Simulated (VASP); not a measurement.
# Li5Cl3 (P6/mmm) in VASP: further runs

The runs below take Li5Cl3 through single point, relaxation of cell and atoms, with PBE.

Everything below comes from runs of VASP 6.6.1. Logs are shortened: lines on timing, memory, paths and dates and some standing lists are left out, and cuts for length are marked.

## (1) The cell of the first run

The structure is hexagonal, space group P6/mmm (No. 191). The conventional cell has a = 5.363 Å, b = 5.363 Å, c = 6.807 Å, α = 90.00°, β = 90.00°, γ = 120.00°. Li (site symmetry mmm) has 8 Li at 2.68 to 2.94 Å and 2 Cl at 3.40 Å within 3.5 Å. Li (site symmetry 6mm) has 7 Li at 2.39 to 2.94 Å within 3.2 Å. Cl (site symmetry mmm) has 4 Cl at 2.68 Å and 6 Li at 3.40 to 3.47 Å within 3.5 Å.

The cell was generated, and may not be a known phase.

## (2) Single point, PBE

Contents of INCAR:

```
SYSTEM = Li5Cl3
ALGO = Normal
EDIFF = 1E-6
ENCUT = 520
GGA = PE
ISIF = 2
ISMEAR = 0
LASPH = .TRUE.
LCHARG = .TRUE.
LELF = .TRUE.
LREAL = .FALSE.
LVHAR = .TRUE.
LWAVE = .FALSE.
NBANDS = 28
NELM = 80
PREC = Accurate
SIGMA = 0.1
```

Contents of KPOINTS:

```
k-points
0
G
  6 6 4
  0 0 0
```

Contents of POSCAR:

```
Li5Cl3
1.0
    5.3630015000      0.0000000000      0.0000000000
   -2.6815007500      4.6444955400      0.0000000000
    0.0000000000      0.0000000000      6.8069781700
Li Cl
5 3
Direct
    0.5000000000      0.0000000000      0.0000000000
    0.0000000000      0.5000000000      0.0000000000
    0.5000000000      0.5000000000      0.0000000000
    0.0000000000      0.0000000000      0.1754526100
    0.0000000000      0.0000000000      0.8245473900
    0.5000000000      0.0000000000      0.5000000000
    0.0000000000      0.5000000000      0.5000000000
    0.5000000000      0.5000000000      0.5000000000
```

Potentials or basis: VASP PAW PBE potentials, release 64 (Li_sv, Cl).

Started as:

```sh
> cat potpaw_PBE.64/Li_sv/POTCAR potpaw_PBE.64/Cl/POTCAR > POTCAR
> mpirun -np 1 vasp_std > vasp.out
```

OUTCAR:

```text
SYSTEM = Li5Cl3
   EDIFF = 1E-6
   ENCUT = 520
   GGA = PE
   ISIF = 2
   ISMEAR = 0
   LASPH = .TRUE.
   LREAL = .FALSE.
   NELM = 80
   PREC = Accurate

 ion  position               nearest neighbor table
   1  0.500  0.000  0.000-
   2  0.000  0.500  0.000-
   3  0.500  0.500  0.000-
   4  0.000  0.000  0.175-   5 2.39
   5  0.000  0.000  0.825-   4 2.39
   6  0.500  0.000  0.500-
   7  0.000  0.500  0.500-
   8  0.500  0.500  0.500-

  LATTYP: Found a hexagonal cell.
 ALAT       =     5.3630015000
 C/A-ratio  =     1.2692478587

  Lattice vectors:

 A1 = (   5.3630015000,   0.0000000000,   0.0000000000)
 A2 = (  -2.6815007500,   4.6444955400,   0.0000000000)
 A3 = (   0.0000000000,   0.0000000000,   6.8069781700)

Analysis of symmetry for initial positions (statically):
=====================================================================
 Subroutine PRICEL returns:
 Original cell was already a primitive cell.

 Routine SETGRP: Setting up the symmetry group for a
 hexagonal supercell.

 Subroutine GETGRP returns: Found 24 space group operations
 (whereof 24 operations were pure point group operations)
 out of a pool of 24 trial point group operations.

The static configuration has the point symmetry D_6h.

Analysis of symmetry for dynamics (positions and initial velocities):
=====================================================================
 Subroutine PRICEL returns:
 Original cell was already a primitive cell.

 Routine SETGRP: Setting up the symmetry group for a
 hexagonal supercell.

 Subroutine GETGRP returns: Found 24 space group operations
 (whereof 24 operations were pure point group operations)
 out of a pool of 24 trial point group operations.

The dynamic configuration has the point symmetry D_6h.

 Subroutine INISYM returns: Found 24 space group operations
 (whereof 24 operations are pure point group operations),
 and found     1 'primitive' translations

----------------------------------------------------------------------------------------

                                     Primitive cell

  volume of cell :     169.5512

  direct lattice vectors                    reciprocal lattice vectors
     5.363001500  0.000000000  0.000000000     0.186462749  0.107654318  0.000000000
    -2.681500750  4.644495540  0.000000000     0.000000000  0.215308636  0.000000000
     0.000000000  0.000000000  6.806978170     0.000000000  0.000000000  0.146908066

  length of vectors
     5.363001500  5.363001500  6.806978170     0.215308636  0.215308636  0.146908066

  position of ions in fractional coordinates (direct lattice)
     0.500000000  0.000000000  0.000000000
     0.000000000  0.500000000  0.000000000
     0.500000000  0.500000000  0.000000000
     0.000000000  0.000000000  0.175452610
     0.000000000  0.000000000  0.824547390
     0.500000000  0.000000000  0.500000000
     0.000000000  0.500000000  0.500000000
     0.500000000  0.500000000  0.500000000

  ion indices of the primitive-cell ions
   primitive index   ion index
                 1           1
                 2           2
                 3           3
                 4           4
                 5           5
                 6           6
                 7           7
                 8           8

----------------------------------------------------------------------------------------

 KPOINTS: k-points

Automatic generation of k-mesh.
 Grid dimensions read from file:
 generate k-points for:    6    6    4

 Generating k-lattice:

  Cartesian coordinates                     Fractional coordinates (reciprocal lattice)
     0.031077125  0.017942386  0.000000000     0.166666667  0.000000000  0.000000000
     0.000000000  0.035884773  0.000000000     0.000000000  0.166666667  0.000000000
     0.000000000  0.000000000  0.036727017     0.000000000  0.000000000  0.250000000

  Length of vectors
     0.035884773  0.035884773  0.036727017

  Shift w.r.t. Gamma in fractional coordinates (k-lattice)
     0.000000000  0.000000000  0.000000000

 Subroutine IBZKPT returns following result:
 ===========================================

 Found     21 irreducible k-points:

 Following reciprocal coordinates:
            Coordinates               Weight
  0.000000  0.000000  0.000000      1.000000
  0.166667  0.000000  0.000000      6.000000
  0.333333  0.000000  0.000000      6.000000
  0.500000  0.000000  0.000000      3.000000
  0.166667  0.166667  0.000000      6.000000
  0.333333  0.166667  0.000000     12.000000
[... 13 lines left out ...]
  0.333333  0.166667  0.500000     12.000000
  0.333333  0.333333  0.500000      2.000000
   k-points           NKPTS =     21   k-points in BZ     NKDIM =     21   number of bands    NBANDS=     28
   number of dos      NEDOS =    301   number of ions     NIONS =      8
   total plane-waves  NPLWV =  86400
   dimension x,y,z NGX =    40 NGY =   40 NGZ =   54
   dimension x,y,z NGXF=    80 NGYF=   80 NGZF=  108
   ions per type =               5   3
   NGX,Y,Z   is equivalent  to a cutoff of  12.40, 12.40, 13.19 a.u.
   NGXF,Y,Z  is equivalent  to a cutoff of  24.80, 24.80, 26.38 a.u.
 SYSTEM =  Li5Cl3
   PREC   = accura    normal or accurate (medium, high low for compatibility)
   ISTART =      0    job   : 0-new  1-cont  2-samecut
   ICHARG =      2    charge: 1-file 2-atom 10-const
   ISPIN  =      1    spin polarized calculation?
   LNONCOLLINEAR =      F non collinear calculations
   LSORBIT =      F    spin-orbit coupling
   LASPH  =      T    aspherical Exc in radial PAW
   ENCUT  =  520.0 eV  38.22 Ry    6.18 a.u.   9.97  9.97 12.66*2*pi/ulx,y,z
   NELM   =     80;   NELMIN=  2; NELMDL= -5     # of ELM steps
   EDIFF  = 0.1E-05   stopping-criterion for ELM
   LREAL  =      F    real-space projection
   EDIFFG = 0.1E-04   stopping-criterion for IOM
   NSW    =      0    number of steps for IOM
   IBRION =     -1    ionic relax: 0-MD 1-quasi-New 2-CG
   NFREE  =      0    steps in history (QN), initial steepest desc. (CG)
   ISIF   =      2    stress and relaxation
   ISYM   =      2    0-nonsym 1-usesym 2-fastsym
   POTIM  = 0.5000    time-step for ionic-motion
   TEBEG  =    0.0;   TEEND  =   0.0 temperature during run
   PSTRESS=    0.0 pullay stress
   NELECT =      36.0000    total number of electrons
   NUPDOWN=      -1.0000    fix difference up-down
   EMIN   =  10.00;   EMAX   =-10.00  energy-range for DOS
   EFERMI =   0.00;   METHOD = LEGACY
   ISMEAR =     0;   SIGMA  =   0.10  broadening in eV -4-tet -1-fermi 0-gaus
   EFERMI_NEDOS =   21; number of points for ismear=-14 and -15
   IALGO  =     38    algorithm
   IMIX   =      4    mixing-type and parameters
     AMIX     =   0.40;   BMIX     =  1.00
     AMIX_MAG =   1.60;   BMIX_MAG =  1.00
  volume/ion in A,a.u.               =      21.19       143.02
  Fermi-wavevector in a.u.,A,eV,Ry     =   0.976657  1.845614 12.978037  0.953859
  Thomas-Fermi vector in A             =   2.107293
   LORBIT       =      0    0 simple, 1 ext, 2 COOP (PROOUT), +10 PAW based schemes
   GGA     = PE    functional components
   LHFCALC =     F    Hartree Fock is set to
   AEXX    =    0.0000 exact exchange contribution
   IVDW    =     0    specifies the selected vdW correction
   LEPSILON=     F    determine dielectric tensor
   LRPA    =     F    only Hartree local field effects (RPA)
 non-spin polarized calculation
 Gauss-broadening in eV      SIGMA  =   0.10
  energy-cutoff  :      520.00
  volume of cell :      169.55
 maximum number of plane-waves:      4614
 NGX is ok and might be reduce to    40
   NGX = 19   NGY = 19   NGZ = 25

 number of electron      36.0000046 magnetization

 Free energy of the ion-electron system (eV)
  ---------------------------------------------------
  ext. energy  EPLUGINS =         0.00000000
  ---------------------------------------------------
  free energy    TOTEN  =       -14.60020787 eV

  energy without entropy =      -14.55835790  energy(sigma->0) =      -14.57928289

 E-fermi :   1.7122     XC(G=0):  -7.6243

 val. band max:        1.7070167435   @ k =   0.1667   0.0000   0.2500
 cond. band min:       1.7169022434   @ k =   0.3333   0.1667   0.0000
 fundamental gap:      0.0098854998
 Fermi energy:         1.7121503774

 k-point     1 :       0.0000    0.0000    0.0000
  band No.  band energies     occupation
      1     -45.2925      2.00000
      2     -45.2683      2.00000
      3     -45.2457      2.00000
      4     -45.2457      2.00000
      5     -45.2409      2.00000
      6     -14.8308      2.00000
[... 20 lines left out ...]
     27       6.9124      0.00000
     28       6.9125      0.00000

 k-point     2 :       0.1667    0.0000    0.0000
  band No.  band energies     occupation
      1     -45.2902      2.00000
      2     -45.2685      2.00000
      3     -45.2479      2.00000
      4     -45.2457      2.00000
      5     -45.2409      2.00000
      6     -14.7282      2.00000
[... 20 lines left out ...]
     27       7.0913      0.00000
     28       7.3400      0.00000

 k-point     3 :       0.3333    0.0000    0.0000
  band No.  band energies     occupation
      1     -45.2843      2.00000
      2     -45.2693      2.00000
      3     -45.2530      2.00000
      4     -45.2458      2.00000
      5     -45.2409      2.00000
      6     -14.4478      2.00000
[... 20 lines left out ...]
     27       7.1056      0.00000
     28       7.5409      0.00000

 k-point     4 :       0.5000    0.0000    0.0000
  band No.  band energies     occupation
      1     -45.2799      2.00000
      2     -45.2707      2.00000
      3     -45.2561      2.00000
      4     -45.2458      2.00000
      5     -45.2409      2.00000
      6     -14.2007      2.00000
[... 485 lines left out ...]
     27       7.1407      0.00000
     28       8.6291      0.00000

 k-point    20 :       0.3333    0.1667    0.5000
  band No.  band energies     occupation
      1     -45.2805      2.00000
      2     -45.2690      2.00000
      3     -45.2577      2.00000
      4     -45.2452      2.00000
      5     -45.2409      2.00000
      6     -14.2068      2.00000
[... 20 lines left out ...]
     27       7.8407      0.00000
     28       9.3110      0.00000

 k-point    21 :       0.3333    0.3333    0.5000
  band No.  band energies     occupation
      1     -45.2788      2.00000
      2     -45.2645      2.00000
      3     -45.2645      2.00000
      4     -45.2447      2.00000
      5     -45.2409      2.00000
      6     -13.8566      2.00000
[... 20 lines left out ...]
     27       8.7264      0.00000
     28       9.9489      0.00000

------------------------ aborting loop because EDIFF is reached ----------------------------------------

  FORCE on cell =-STRESS in cart. coord.  units (eV):
  Direction    XX          YY          ZZ          XY          YZ          ZX
  --------------------------------------------------------------------------------------
  -------------------------------------------------------------------------------------
  Total        9.2113480      9.2113480     -2.8171940      0.0000000      0.0000000     -0.0000000
  in kB       87.0428187     87.0428187    -26.6211316      0.0000000      0.0000000     -0.0000000
  external PRESSURE =      49.1548352 kB  Pullay stress =       0.0000000 kB

 VOLUME and BASIS-vectors are now :
 -----------------------------------------------------------------------------
  energy-cutoff  :      520.00
  volume of cell :      169.55
      direct lattice vectors                 reciprocal lattice vectors
     5.363001500  0.000000000  0.000000000     0.186462749  0.107654318  0.000000000
    -2.681500750  4.644495540  0.000000000     0.000000000  0.215308636  0.000000000
     0.000000000  0.000000000  6.806978170     0.000000000  0.000000000  0.146908066

 POSITION                                       TOTAL-FORCE (eV/Angst)
 -----------------------------------------------------------------------------------
      2.68150      0.00000      0.00000        -0.000000      0.000000      0.000000
     -1.34075      2.32225      0.00000        -0.000000      0.000000      0.000000
      1.34075      2.32225      0.00000        -0.000000      0.000000      0.000000
      0.00000      0.00000      1.19430         0.000000     -0.000000      1.571708
      0.00000      0.00000      5.61268        -0.000000      0.000000     -1.571708
      2.68150      0.00000      3.40349        -0.000000      0.000000      0.000000
     -1.34075      2.32225      3.40349        -0.000000      0.000000      0.000000
      1.34075      2.32225      3.40349        -0.000000      0.000000      0.000000
 -----------------------------------------------------------------------------------
    total drift:                               -0.000000      0.000000     -0.000000

  FREE ENERGIE OF THE ION-ELECTRON SYSTEM (eV)
  ---------------------------------------------------
  free  energy   TOTEN  =       -14.6002078708 eV

  energy  without entropy=      -14.5583579014  energy(sigma->0) =      -14.57928289
```

It took 2.9 min on 1 thread of Intel Xeon 8259CL, shared host; peak memory 0.3 GiB.

Results:

```
Free energy            : -14.6002 eV
Largest force          : 1.572 eV/Å
Band gap on the k mesh : zero (bands 18 and 19 overlap by 1.44 eV)
```

Forces on the atoms (eV/Å):
```
Li   0.000  0.000  0.000
Li   0.000  0.000  0.000
Li   0.000  0.000  0.000
Li   0.000  0.000  1.572
Li   0.000  0.000 -1.572
Cl   0.000  0.000  0.000
Cl   0.000  0.000  0.000
Cl   0.000  0.000  0.000
```

Caveat: the cutoff is under 1.25 times the usual one of these potentials, so pressure, stress and relaxed cells hold a basis-set (Pulay) error; forces of over 1 eV/Å act on the atoms, so gaps and moduli don't describe the material at rest.

## (3) Single point, PBE

This run uses another cell than the first one, of 29.47 Å³/atom.

Contents of INCAR:

```
PREC     = Accurate       # precision mode
ENCUT    = 520            # plane-wave cutoff, eV
EDIFF    = 1E-6           # SCF threshold, eV
ISMEAR   = 0              # smearing method
SIGMA    = 0.1            # smearing width, eV
LREAL    = False          # projectors in reciprocal space
LASPH    = True           # aspherical terms in the spheres
NELM     = 100            # most SCF steps
ALGO     = Normal         # electronic algorithm
ISIF     = 2              # what is computed and relaxed
LWAVE    = False          # write WAVECAR
LCHARG   = True           # write CHGCAR
GGA      = PE             # functional
LELF     = True           # ELF
LVHAR    = True         
NBANDS   = 28             # bands
```

Contents of KPOINTS:

```
Automatic mesh
0
Gamma
  6 6 4
```

Contents of POSCAR:

```
Li5Cl3
1.0
    7.7399305067      0.0000000000      0.0000000000
   -3.8699652533      6.7029764423      0.0000000000
    0.0000000000      0.0000000000      4.5448556036
Li Cl
5 3
Direct
    0.5000000000      0.0000000000      0.0000000000
    0.0000000000      0.5000000000      0.0000000000
    0.5000000000      0.5000000000      0.0000000000
    0.0000000000      0.0000000000      0.2514105486
    0.0000000000      0.0000000000      0.7485894514
    0.5000000000      0.0000000000      0.5000000000
    0.0000000000      0.5000000000      0.5000000000
    0.5000000000      0.5000000000      0.5000000000
```

Potentials or basis: VASP PAW PBE potentials, release 64 (Li_sv, Cl).

Started as:

```sh
> cat potpaw_PBE.64/Li_sv/POTCAR potpaw_PBE.64/Cl/POTCAR > POTCAR
> mpirun -np 1 vasp_std > vasp.out
```

Wall time 3.9 min (1 thread of Intel Xeon 8259CL, shared host); peak memory 0.38 GiB.

It converged, with:

```
Free energy            : -21.2653 eV
Largest force          : 0.028 eV/Å
Band gap on the k mesh : 0.17 eV
```

Forces in eV/Å, atoms in the order of the input:
```
Li   0.000  0.000  0.000
Li   0.000  0.000  0.000
Li   0.000  0.000  0.000
Li   0.000  0.000  0.028
Li   0.000  0.000 -0.028
Cl   0.000  0.000  0.000
Cl   0.000  0.000  0.000
Cl   0.000  0.000  0.000
```

Levels at points of the mesh, in eV from the valence-band top:
| k point | band 16 | band 17 | band 18 | band 19 | band 20 | band 21 |
| --- | --- | --- | --- | --- | --- | --- |
| (0.00, 0.00, 0.00) | -2.92 | -2.92 | -1.35 | 1.43 | 1.43 | 1.64 |
| (0.50, 0.00, 0.00) | -3.58 | -2.96 | -0.67 | 0.36 | 1.13 | 1.81 |
| (0.00, 0.00, 0.50) | -2.84 | -2.84 | 0.00 | 0.17 | 1.26 | 1.26 |
| (0.50, 0.00, 0.50) | -3.42 | -2.88 | -0.32 | 0.62 | 1.62 | 1.94 |

Caveat: the cutoff is under 1.25 times the usual one of these potentials, so pressure, stress and relaxed cells hold a basis-set (Pulay) error. A k mesh can miss the band edges.

## (4) Single point, PBE

This run uses another cell than the first one, of 32.14 Å³/atom.

Contents of INCAR:

```
SYSTEM = Li5Cl3
  ALGO = Normal
  EDIFF = 1E-6
  ENCUT = 520
  GGA = PE
  ISIF = 2
  ISMEAR = 0
  LASPH = .TRUE.
  LCHARG = .FALSE.
  LREAL = .FALSE.
  LWAVE = .FALSE.
  NBANDS = 28
  NELM = 60
  PREC = Accurate
  SIGMA = 0.01
```

Contents of KPOINTS:

```
k-points
0
G
  6 6 8
  0 0 0
```

Contents of POSCAR:

```
Li5Cl3
1.0
    8.0899228350      0.0000000000      0.0000000000
   -4.0449614175      7.0060786898      0.0000000000
    0.0000000000      0.0000000000      4.5359776459
Li Cl
5 3
Direct
    0.5000000000      0.0000000000      0.0000000000
    0.0000000000      0.5000000000      0.0000000000
    0.5000000000      0.5000000000      0.0000000000
    0.0000000000      0.0000000000      0.2512103706
    0.0000000000      0.0000000000      0.7487896294
    0.5000000000      0.0000000000      0.5000000000
    0.0000000000      0.5000000000      0.5000000000
    0.5000000000      0.5000000000      0.5000000000
```

Started as:

```sh
> cat potpaw_PBE.64/Li_sv/POTCAR potpaw_PBE.64/Cl/POTCAR > POTCAR
> mpirun -np 1 vasp_std > vasp.out
```

It took 6.6 min on 1 thread of Intel Xeon 8259CL, shared host; peak memory 0.45 GiB.

It converged, with:

```
Free energy            : -21.2800 eV
Largest force          : 0.009 eV/Å
Band gap on the k mesh : 0.15 eV
```

Forces in eV/Å, atoms in the order of the input:
```
Li   0.000  0.000  0.000
Li   0.000  0.000  0.000
Li   0.000  0.000  0.000
Li   0.000  0.000  0.009
Li   0.000  0.000 -0.009
Cl   0.000  0.000  0.000
Cl   0.000  0.000  0.000
Cl   0.000  0.000  0.000
```

Levels at points of the mesh, in eV from the valence-band top:
```
           k point  band 16  band 17  band 18  band 19  band 20  band 21
(0.00, 0.00, 0.00)    -3.04    -3.04    -1.31     1.31     1.31     1.69
(0.50, 0.00, 0.00)    -3.55    -3.08    -0.77     0.40     1.05     1.81
(0.00, 0.00, 0.50)    -2.95    -2.95     0.00     0.15     1.42     1.42
(0.50, 0.00, 0.50)    -3.39    -2.98    -0.24     0.48     1.73     2.01
```

Caveat: the cutoff is under 1.25 times the usual one of these potentials, so pressure, stress and relaxed cells hold a basis-set (Pulay) error.

(Part 1 of 2 ends here.)
